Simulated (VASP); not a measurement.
Input of a VASP 6.6.1 run:

Contents of INCAR:

```
PREC = Accurate
ENCUT = 520
EDIFF = 1E-6
ISMEAR = 0
SIGMA = 0.15
LREAL = False
LASPH = True
NELM = 100
ALGO = Fast
ISIF = 2
LWAVE = False
LCHARG = False
GGA = PS
NBANDS = 18
```

Contents of KPOINTS:

```
Automatic mesh
0
Gamma
  18 18 10
```

Contents of POSCAR:

```
Sc
1.0
    3.3418858762      0.0000000000      0.0000000000
   -1.6709429381      2.8368480047      0.0000000000
    0.0000000000      0.0000000000      5.2680000000
Sc
2
Direct
    0.3333333333      0.6666666667      0.2500000000
    0.6666666667      0.3333333333      0.7500000000
```

Potentials or basis: VASP PAW PBE potentials, release 64 (Sc_sv).

Run with:

```bash
$ cat potpaw_PBE.64/Sc_sv/POTCAR > POTCAR
$ mpirun -np 1 vasp_std > vasp.out
```

(1) What does it give for the pressure?

(2) What does it give for the largest force?

(3) What does it give for the band gap on the k mesh?

Results:

(1) -2.8 GPa.

(2) 0.029 eV/Å.

(3) zero (bands 11 and 12 overlap by 1.36 eV).

Caveat: the cell differs from its parent crystal (strain +0.0100 x Voigt [1, -1, 0, 0, 0, 0]); the PAW data sets were made with another functional, which shifts forces and pressure a little.
